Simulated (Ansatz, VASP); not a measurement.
## AsSe3 in VASP and in Ansatz

```
CELL_PARAMETERS angstrom
7.48402 0.00000 0.00000
-3.74201 6.48135 0.00000
0.00000 0.00000 3.72982
ATOMIC_POSITIONS crystal
As 0.33333 0.66667 0.75000
As 0.66667 0.33333 0.25000
Se 0.17908 0.35817 0.25000
Se 0.64183 0.82092 0.25000
Se 0.17908 0.82092 0.25000
Se 0.82092 0.64183 0.75000
Se 0.35817 0.17908 0.75000
Se 0.82092 0.17908 0.75000
```

Change from the starting cell: species swapped into the Zn3Rh type (P6_3/mmc, No. 194).

Alike in both runs: functional PBE; k mesh 6 × 6 × 10; occupations gaussian, width 0.1 eV; no spin polarisation.

Ansatz relaxed the structure, and its values are those at the end. VASP's run is a single point on that final structure, the one shown.

|  | VASP | Ansatz |
| --- | --- | --- |
| version | VASP 6.6.1 | Ansatz 0.2.0 |
| potentials or method | VASP PAW PBE potentials, release 64 (As, Se), cutoff 520 eV | scalar-relativistic, plane waves, PAW |
| valence electrons in the cell | 46 | 126 |

```tsv
	VASP	Ansatz	Ansatz less VASP
gap on the k mesh at the Fermi level (eV)	none	none	-
pressure (GPa)	0.0	0.0	-0.04
```

A gap of «none» marks a metal or a gap that the smearing closes. With one functional, cell and mesh, what is left measures potentials, basis and numerics. VASP's potentials hold 46 valence electrons a cell and Ansatz's 126, so a difference there can come from the potentials and not from the codes.
